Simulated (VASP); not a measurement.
Set up this calculation in VASP 6.6.1, as the native input.

```yaml
Task: single point
Functional: PBE
Potentials_or_basis: VASP PAW PBE potentials, release 64 (K_sv, Cl)
Cutoff: 520 eV
k_mesh: 4 × 4 × 4
Occupations: gaussian, width 0.01 eV
Spin: no spin polarisation
Dipole_correction: no
Further_INCAR_settings: ALGO = Normal; EDIFF = 1e-06; NBANDS = 15
```

The structure of KCl lies in POSCAR:

```
KCl
1.0
    3.6410229547      0.0000000000      0.0000000000
    0.0000000000      3.6410229547      0.0000000000
    0.0000000000      0.0000000000      3.6410229547
K Cl
1 1
Direct
    0.0000000000      0.0000000000      0.0000000000
    0.5000000000      0.5000000000      0.5000000000
```

This cell differs from its parent crystal: volume changed by -10%.

These files were run (other wordings do the same):

INCAR

```
  PREC = Accurate
  ENCUT = 520
  EDIFF = 1E-6
  ISMEAR = 0
  SIGMA = 0.01
  LREAL = F
  LASPH = T
  NELM = 100
  ALGO = Normal
  ISIF = 2
  LWAVE = F
  LCHARG = F
  GGA = PE
  NBANDS = 15
```

KPOINTS

```
regular mesh
0
Gamma
  4 4 4
```

Potentials or basis: VASP PAW PBE potentials, release 64 (K_sv, Cl).

Run with:

```sh
$ cat potpaw_PBE.64/K_sv/POTCAR potpaw_PBE.64/Cl/POTCAR > POTCAR
$ mpirun -np 1 vasp_std > vasp.out
```

Results of the run:

- Pressure: 4.3 GPa
- Band gap on the k mesh: 5.55 eV, indirect (least direct gap 5.78 eV)

Caveat: the k points lie up to 0.43 Å⁻¹ apart.

It took 11 s on 1 thread of Intel Xeon 8259CL, on a shared host, peak memory 0.15 GiB.
